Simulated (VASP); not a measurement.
# CS2 (P4/mmm) in VASP: further runs

CS2 is run at these levels: PBE+D3(BJ); tasks: single point, relaxation of cell and atoms.

Everything below comes from runs of VASP 6.6.1. Logs are shortened: lines on timing, memory, paths and dates and some standing lists are left out, and cuts for length are marked.

## (1) The cell of the first run

Symmetry: P4/mmm, No. 123, tetragonal system. Conventional cell: a = 4.184 Å, b = 4.184 Å, c = 2.225 Å, α = 90.00°, β = 90.00°, γ = 90.00°. Within 2.8 Å of C (site symmetry 4/mmm) lie 4 S at 2.09 Å and 2 C at 2.22 Å. S (site symmetry mmm) has 2 C at 2.09 Å and 2 S at 2.22 Å within 2.8 Å.

The cell was built from a structure type or drawn by symmetry, and may not be a known phase.

## (2) Single point, PBE+D3(BJ)

File INCAR:

```
  ALGO = Normal
  EDIFF = 1E-7
  ENCUT = 520
  GGA = PE
  ISIF = 2
  ISMEAR = 0
  IVDW = 12
  LASPH = T
  LCHARG = F
  LREAL = F
  LWAVE = F
  NBANDS = 15
  NELM = 60
  PREC = Accurate
  SIGMA = 0.1
```

File KPOINTS:

```
k-points
0
Gamma
  12 12 14
```

File POSCAR:

```
CS2
1.0
    4.1836237640      0.0000000000      0.0000000000
    0.0000000000      4.1836237640      0.0000000000
    0.0000000000      0.0000000000      2.2246552262
C S
1 2
Direct
    0.0000000000      0.0000000000      0.0000000000
    0.0000000000      0.5000000000      0.0000000000
    0.5000000000      0.0000000000      0.0000000000
```

Potentials or basis: VASP PAW PBE potentials, release 64 (C, S).

Run with:

```console
> cat potpaw_PBE.64/C/POTCAR potpaw_PBE.64/S/POTCAR > POTCAR
> mpirun -np 1 vasp_std > vasp.out
```

OUTCAR:

```text
EDIFF = 1E-7
   ENCUT = 520
   GGA = PE
   ISIF = 2
   ISMEAR = 0
   IVDW = 12
   LASPH = T
   LREAL = F
   NELM = 60
   PREC = Accurate
 IVDW          = 12

 ion  position               nearest neighbor table
   1  0.000  0.000  0.000-   2 2.09   3 2.09   2 2.09   3 2.09
   2  0.000  0.500  0.000-   1 2.09   1 2.09
   3  0.500  0.000  0.000-   1 2.09   1 2.09

  LATTYP: Found a simple tetragonal cell.
 ALAT       =     4.1836237640
 C/A-ratio  =     0.5317531766

  Lattice vectors:

 A1 = (   4.1836237640,   0.0000000000,   0.0000000000)
 A2 = (   0.0000000000,   4.1836237640,   0.0000000000)
 A3 = (   0.0000000000,   0.0000000000,   2.2246552262)

Analysis of symmetry for initial positions (statically):
=====================================================================
 Subroutine PRICEL returns:
 Original cell was already a primitive cell.

 Routine SETGRP: Setting up the symmetry group for a
 simple tetragonal supercell.

 Subroutine GETGRP returns: Found 16 space group operations
 (whereof 16 operations were pure point group operations)
 out of a pool of 16 trial point group operations.

The static configuration has the point symmetry D_4h.

Analysis of symmetry for dynamics (positions and initial velocities):
=====================================================================
 Subroutine PRICEL returns:
 Original cell was already a primitive cell.

 Routine SETGRP: Setting up the symmetry group for a
 simple tetragonal supercell.

 Subroutine GETGRP returns: Found 16 space group operations
 (whereof 16 operations were pure point group operations)
 out of a pool of 16 trial point group operations.

The dynamic configuration has the point symmetry D_4h.

 Subroutine INISYM returns: Found 16 space group operations
 (whereof 16 operations are pure point group operations),
 and found     1 'primitive' translations

----------------------------------------------------------------------------------------

                                     Primitive cell

  volume of cell :      38.9375

  direct lattice vectors                    reciprocal lattice vectors
     4.183623764  0.000000000  0.000000000     0.239027230  0.000000000  0.000000000
     0.000000000  4.183623764  0.000000000     0.000000000  0.239027230  0.000000000
     0.000000000  0.000000000  2.224655226     0.000000000  0.000000000  0.449507856

  length of vectors
     4.183623764  4.183623764  2.224655226     0.239027230  0.239027230  0.449507856

  position of ions in fractional coordinates (direct lattice)
     0.000000000  0.000000000  0.000000000
     0.000000000  0.500000000  0.000000000
     0.500000000  0.000000000  0.000000000

  ion indices of the primitive-cell ions
   primitive index   ion index
                 1           1
                 2           2
                 3           3

----------------------------------------------------------------------------------------

 KPOINTS: k-points

Automatic generation of k-mesh.
 Grid dimensions read from file:
 generate k-points for:   12   12   14

 Generating k-lattice:

  Cartesian coordinates                     Fractional coordinates (reciprocal lattice)
     0.019918936  0.000000000  0.000000000     0.083333333  0.000000000  0.000000000
     0.000000000  0.019918936  0.000000000     0.000000000  0.083333333  0.000000000
     0.000000000  0.000000000  0.032107704     0.000000000  0.000000000  0.071428571

  Length of vectors
     0.019918936  0.019918936  0.032107704

  Shift w.r.t. Gamma in fractional coordinates (k-lattice)
     0.000000000  0.000000000  0.000000000

 Subroutine IBZKPT returns following result:
 ===========================================

 Found    224 irreducible k-points:

 Following reciprocal coordinates:
            Coordinates               Weight
  0.000000  0.000000  0.000000      1.000000
  0.083333  0.000000  0.000000      4.000000
  0.166667  0.000000  0.000000      4.000000
  0.250000  0.000000  0.000000      4.000000
  0.333333  0.000000  0.000000      4.000000
  0.416667  0.000000  0.000000      4.000000
[... 16 lines left out ...]
  0.333333  0.333333  0.000000      4.000000
  0.416667  0.333333  0.000000      8.000000
 [... further k-points ...]
   k-points           NKPTS =    224   k-points in BZ     NKDIM =    224   number of bands    NBANDS=     15
   number of dos      NEDOS =    301   number of ions     NIONS =      3
   total plane-waves  NPLWV =  18432
   dimension x,y,z NGX =    32 NGY =   32 NGZ =   18
   dimension x,y,z NGXF=    64 NGYF=   64 NGZF=   36
   ions per type =               1   2
   NGX,Y,Z   is equivalent  to a cutoff of  12.72, 12.72, 13.45 a.u.
   NGXF,Y,Z  is equivalent  to a cutoff of  25.43, 25.43, 26.90 a.u.
 SYSTEM =  unknown system
   PREC   = accura    normal or accurate (medium, high low for compatibility)
   ISTART =      0    job   : 0-new  1-cont  2-samecut
   ICHARG =      2    charge: 1-file 2-atom 10-const
   ISPIN  =      1    spin polarized calculation?
   LNONCOLLINEAR =      F non collinear calculations
   LSORBIT =      F    spin-orbit coupling
   LASPH  =      T    aspherical Exc in radial PAW
   ENCUT  =  520.0 eV  38.22 Ry    6.18 a.u.   7.78  7.78  4.14*2*pi/ulx,y,z
   NELM   =     60;   NELMIN=  2; NELMDL= -5     # of ELM steps
   EDIFF  = 0.1E-06   stopping-criterion for ELM
   LREAL  =      F    real-space projection
   EDIFFG = 0.1E-05   stopping-criterion for IOM
   NSW    =      0    number of steps for IOM
   IBRION =     -1    ionic relax: 0-MD 1-quasi-New 2-CG
   NFREE  =      0    steps in history (QN), initial steepest desc. (CG)
   ISIF   =      2    stress and relaxation
   ISYM   =      2    0-nonsym 1-usesym 2-fastsym
   POTIM  = 0.5000    time-step for ionic-motion
   TEBEG  =    0.0;   TEEND  =   0.0 temperature during run
   PSTRESS=    0.0 pullay stress
   NELECT =      16.0000    total number of electrons
   NUPDOWN=      -1.0000    fix difference up-down
   EMIN   =  10.00;   EMAX   =-10.00  energy-range for DOS
   EFERMI =   0.00;   METHOD = LEGACY
   ISMEAR =     0;   SIGMA  =   0.10  broadening in eV -4-tet -1-fermi 0-gaus
   EFERMI_NEDOS =   21; number of points for ismear=-14 and -15
   IALGO  =     38    algorithm
   IMIX   =      4    mixing-type and parameters
     AMIX     =   0.40;   BMIX     =  1.00
     AMIX_MAG =   1.60;   BMIX_MAG =  1.00
  volume/ion in A,a.u.               =      12.98        87.59
  Fermi-wavevector in a.u.,A,eV,Ry     =   1.217098  2.299981 20.154681  1.481327
  Thomas-Fermi vector in A             =   2.352430
   LORBIT       =      0    0 simple, 1 ext, 2 COOP (PROOUT), +10 PAW based schemes
   GGA     = PE    functional components
   LHFCALC =     F    Hartree Fock is set to
   AEXX    =    0.0000 exact exchange contribution
   IVDW    =    12    specifies the selected vdW correction
   LEPSILON=     F    determine dielectric tensor
   LRPA    =     F    only Hartree local field effects (RPA)
 non-spin polarized calculation
 Gauss-broadening in eV      SIGMA  =   0.10
  energy-cutoff  :      520.00
  volume of cell :       38.94
 maximum number of plane-waves:      1072
 NGX is ok and might be reduce to    32
   NGX = 15   NGY = 15   NGZ =  9

 number of electron      16.0000005 magnetization

 Free energy of the ion-electron system (eV)
  ---------------------------------------------------
  ext. energy  EPLUGINS =         0.00000000
  ---------------------------------------------------
  free energy    TOTEN  =       -12.64699608 eV

  energy without entropy =      -12.64192993  energy(sigma->0) =      -12.64446300

 E-fermi :   7.5318     XC(G=0): -11.1074

 val. band max:        7.5113128710   @ k =   0.4167   0.2500   0.2857
 cond. band min:       7.5430474873   @ k =   0.1667   0.0833   0.3571
 fundamental gap:      0.0317346163
 Fermi energy:         7.5317524008

 k-point     1 :       0.0000    0.0000    0.0000
  band No.  band energies     occupation
      1     -10.8902      2.00000
      2      -7.2507      2.00000
      3      -1.3398      2.00000
      4      -1.2230      2.00000
      5      -1.2230      2.00000
      6       4.8382      2.00000
      7       4.8382      2.00000
      8      11.7960      0.00000
      9      11.8984      0.00000
     10      12.5282      0.00000
     11      14.7800      0.00000
     12      14.7800      0.00000
     13      15.3686      0.00000
     14      16.0086      0.00000
     15      19.4775      0.00000

 k-point     2 :       0.0833    0.0000    0.0000
  band No.  band energies     occupation
      1     -10.8480      2.00000
      2      -7.3298      2.00000
      3      -2.0471      2.00000
      4      -1.1949      2.00000
      5      -0.3485      2.00000
      6       4.7089      2.00000
      7       4.7609      2.00000
      8      11.9209      0.00000
      9      12.0049      0.00000
     10      12.7699      0.00000
     11      14.2886      0.00000
     12      14.7844      0.00000
     13      15.3473      0.00000
     14      15.9768      0.00000
     15      19.5651      0.00000

 k-point     3 :       0.1667    0.0000    0.0000
  band No.  band energies     occupation
      1     -10.7228      2.00000
      2      -7.5587      2.00000
      3      -2.6189      2.00000
      4      -1.1145      2.00000
      5       0.7018      2.00000
      6       4.3747      2.00000
      7       4.5822      2.00000
      8      11.9852      0.00000
      9      12.5818      0.00000
     10      13.1180      0.00000
     11      13.4411      0.00000
     12      14.8000      0.00000
     13      15.2763      0.00000
     14      15.9025      0.00000
     15      19.6801      0.00000
[... 343 lines left out ...]
 k-point    23 :       0.3333    0.3333    0.0000
  band No.  band energies     occupation
      1      -9.6402      2.00000
      2      -8.5067      2.00000
      3      -5.5313      2.00000
      4       1.0338      2.00000
      5       2.6762      2.00000
      6       4.4210      2.00000
      7       6.0747      2.00000
      8       9.5162      0.00000
      9      10.7627      0.00000
     10      12.5088      0.00000
     11      14.3227      0.00000
     12      14.9547      0.00000
     13      15.1874      0.00000
     14      17.6318      0.00000
     15      19.1391      0.00000

 k-point    24 :       0.4167    0.3333    0.0000
  band No.  band energies     occupation
      1      -9.3545      2.00000
      2      -8.6868      2.00000
      3      -5.8749      2.00000
      4       0.7911      2.00000
      5       3.1969      2.00000
      6       5.2785      2.00000
      7       6.3082      2.00000
      8       8.3337      0.00000
      9      10.4293      0.00000
     10      12.6097      0.00000
     11      14.8712      0.00000
     12      14.9398      0.00000
     13      15.1013      0.00000
     14      16.8199      0.00000
     15      20.0023      0.00000

 [... further k-points ...]

------------------------ aborting loop because EDIFF is reached ----------------------------------------

 Edisp (eV)   -0.91377

 E8    (eV) :    -0.3179

  FORCE on cell =-STRESS in cart. coord.  units (eV):
  Direction    XX          YY          ZZ          XY          YZ          ZX
  --------------------------------------------------------------------------------------
  -------------------------------------------------------------------------------------
  Total      -0.04600    -0.04600    -0.13324     0.00000    -0.00000    -0.00000
  in kB      -1.89298    -1.89298    -5.48253     0.00000    -0.00000    -0.00000
  external pressure =       -3.09 kB  Pullay stress =        0.00 kB

 VOLUME and BASIS-vectors are now :
 -----------------------------------------------------------------------------
  energy-cutoff  :      520.00
  volume of cell :       38.94
      direct lattice vectors                 reciprocal lattice vectors
     4.183623764  0.000000000  0.000000000     0.239027230  0.000000000  0.000000000
     0.000000000  4.183623764  0.000000000     0.000000000  0.239027230  0.000000000
     0.000000000  0.000000000  2.224655226     0.000000000  0.000000000  0.449507856

 POSITION                                       TOTAL-FORCE (eV/Angst)
 -----------------------------------------------------------------------------------
      0.00000      0.00000      0.00000         0.000000      0.000000      0.000000
      0.00000      2.09181      0.00000         0.000000      0.000000      0.000000
      2.09181      0.00000      0.00000         0.000000      0.000000      0.000000
 -----------------------------------------------------------------------------------
    total drift:                                0.000000      0.000000     -0.000000

  FREE ENERGIE OF THE ION-ELECTRON SYSTEM (eV)
  ---------------------------------------------------
  free  energy   TOTEN  =       -13.5607611652 eV

  energy  without entropy=      -13.5556950187  energy(sigma->0) =      -13.55822809
```

Wall time 2.4 min (1 thread of Intel Xeon 8259CL, shared host); peak memory 0.24 GiB.

Results:

```yaml
Free_energy: -13.5608 eV
Pressure: -0.3 GPa
Band_gap_on_the_k_mesh: zero (bands 8 and 9 overlap by 5.83 eV)
Dispersion_energy_per_atom: -0.305 eV
```

Levels at points of the mesh, in eV from the Fermi level:
| k point | band 5 | band 6 | band 7 | band 8 | band 9 | band 10 | band 11 | band 12 |
| --- | --- | --- | --- | --- | --- | --- | --- | --- |
| (0.00, 0.00, 0.00) | -8.75 | -2.69 | -2.69 | 4.26 | 4.37 | 5.00 | 7.25 | 7.25 |
| (0.50, 0.00, 0.00) | -4.53 | -4.38 | -0.65 | -0.51 | 4.77 | 7.27 | 7.27 | 8.22 |
| (0.50, 0.50, 0.00) | -2.07 | -1.00 | -1.00 | -0.76 | 1.08 | 5.27 | 7.30 | 7.30 |
| (0.00, 0.00, 0.50) | -5.35 | -5.35 | -3.92 | -2.32 | 0.91 | 0.91 | 4.15 | 4.15 |
| (0.50, 0.00, 0.50) | -6.02 | -5.01 | -3.38 | -0.36 | -0.17 | 2.31 | 3.14 | 5.26 |
| (0.50, 0.50, 0.50) | -7.95 | -5.17 | -2.72 | 1.25 | 2.17 | 2.17 | 2.64 | 3.61 |

## (3) Relaxation of cell and atoms, PBE+D3(BJ)

This run uses another cell than the first one, of 15.52 Å³/atom.

File INCAR:

```
PREC = Accurate
ENCUT = 600
EDIFF = 1E-6
ISMEAR = 0
SIGMA = 0.1
LREAL = False
LASPH = True
NELM = 60
ALGO = Normal
ISIF = 3
LWAVE = False
LCHARG = False
GGA = PE
IVDW = 12
IBRION = 2
NSW = 100
EDIFFG = -0.01
```

File KPOINTS:

```
Automatic mesh
0
Gamma
  12 12 14
```

File POSCAR:

```
CS2
1.0
    3.8148577970      0.0000000000      0.0000000000
    0.0000000000      3.8148577970      0.0000000000
    0.0000000000      0.0000000000      3.2002359145
C S
1 2
Direct
    0.0000000000      0.0000000000      0.0000000000
    0.0000000000      0.5000000000      0.0000000000
    0.5000000000      0.0000000000      0.0000000000
```

Potentials or basis: VASP PAW PBE potentials, release 64 (C, S).

Run with:

```console
> cat potpaw_PBE.64/C/POTCAR potpaw_PBE.64/S/POTCAR > POTCAR
> mpirun -np 1 vasp_std > vasp.out
```

Run time: 44 min. Hardware: 1 thread of Intel Xeon 8259CL, shared host; peak memory 0.31 GiB.

It converged, with:

```yaml
Free_energy: -13.5625 eV
Relaxed_volume: 12.94 Å³/atom
Relaxed_cell: a = 4.179 Å, b = 4.179 Å, c = 2.222 Å, α = 90.00°, β = 90.00°, γ = 90.00°
Space_group_after_relaxing_to_0.1_Å: P4/mmm (No. 123)
Energy_gained_by_relaxing: 215.2 meV/atom
Ionic_steps: 30
Pressure_after_relaxing: 0.0 GPa
Band_gap_on_the_k_mesh: zero (bands 8 and 9 overlap by 5.85 eV)
Dispersion_energy_per_atom: -0.306 eV
```

Stress tensor (GPa, compression positive):
```
 0.07  0.00  0.00
 0.00  0.07  0.00
 0.00  0.00 -0.02
```

The path:
| step | energy change (eV) | largest force (eV/Å) | pressure (GPa) | volume (Å³) |
| --- | --- | --- | --- | --- |
| 1 | 0.0000 | 0.0000 | 2.54 | 46.57 |
| 2 | -0.0086 | 0.0000 | -1.52 | 48.24 |
| 3 | -0.0123 | 0.0000 | -0.13 | 47.64 |
| 4 | -0.0126 | 0.0000 | -0.17 | 47.56 |
| 5 | -0.0136 | 0.0000 | -0.21 | 47.33 |
| 6 | -0.0172 | 0.0000 | -0.34 | 46.87 |
| 7 | -0.0302 | 0.0000 | -0.55 | 45.94 |
| 8 | -0.0623 | 0.0000 | -0.66 | 44.07 |
| 9 | -0.1425 | 0.0000 | 0.49 | 40.27 |
| 10 | -0.1656 | 0.0000 | 28.40 | 32.45 |
| 11 | -0.1905 | 0.0000 | 1.89 | 39.11 |
| 12 | -0.3821 | 0.0000 | 9.02 | 35.81 |
| 13 | -0.3794 | 0.0000 | 13.07 | 34.79 |
| 14 | -0.3849 | 0.0000 | 11.08 | 35.24 |
| 15 | -0.3851 | 0.0000 | 10.05 | 35.50 |
| 16 | -0.3919 | 0.0000 | 9.74 | 35.57 |
| 17 | -0.4113 | 0.0000 | 8.80 | 35.80 |
| 18 | -0.4458 | 0.0000 | 7.01 | 36.26 |
| 19 | -0.4995 | 0.0000 | 3.71 | 37.18 |
| 20 | -0.5541 | 0.0000 | -1.81 | 39.06 |
| 21 | -0.5597 | 0.0000 | -3.58 | 39.82 |
| 22 | -0.5951 | 0.0000 | -3.33 | 39.80 |
| 23 | -0.6362 | 0.0000 | -1.72 | 39.70 |
| 24 | -0.6390 | 0.0000 | -2.29 | 39.73 |
| 25 | -0.6392 | 0.0000 | -2.20 | 39.72 |
| 26 | -0.6433 | 0.0000 | -1.36 | 39.36 |
| 27 | -0.6455 | 0.0000 | -0.08 | 38.85 |
| 28 | -0.6455 | 0.0000 | -0.03 | 38.83 |
| 29 | -0.6455 | 0.0000 | 0.02 | 38.81 |
| 30 | -0.6455 | 0.0000 | 0.04 | 38.81 |

Final structure:
```xyz
3
Lattice="4.1794 0.0000 0.0000 0.0000 4.1794 0.0000 0.0000 0.0000 2.2219" Properties=species:S:1:pos:R:3 pbc="T T T"
C     0.0000    0.0000    2.2219
S     0.0000    2.0897    2.2219
S     2.0897    0.0000    0.0000
```

Levels at points of the mesh, in eV from the Fermi level:
```csv
k point,band 5,band 6,band 7,band 8,band 9,band 10,band 11,band 12
"(0.00, 0.00, 0.00)",-8.79,-2.71,-2.71,4.25,4.38,4.98,7.88,8.51
"(0.50, 0.00, 0.00)",-4.55,-4.40,-0.67,-0.51,4.79,7.28,7.30,8.26
"(0.50, 0.50, 0.00)",-2.08,-1.01,-1.01,-0.77,1.09,5.29,7.33,7.33
"(0.00, 0.00, 0.50)",-5.37,-5.37,-3.90,-2.34,0.91,0.91,4.12,4.12
"(0.50, 0.00, 0.50)",-6.01,-5.03,-3.40,-0.36,-0.17,2.31,3.16,5.24
"(0.50, 0.50, 0.50)",-7.98,-5.20,-2.74,1.26,2.17,2.17,2.66,3.59
```

Caveat: the volume moved by over 15 % at a fixed basis, so the end points are rough.

[end of part 1 of 2]
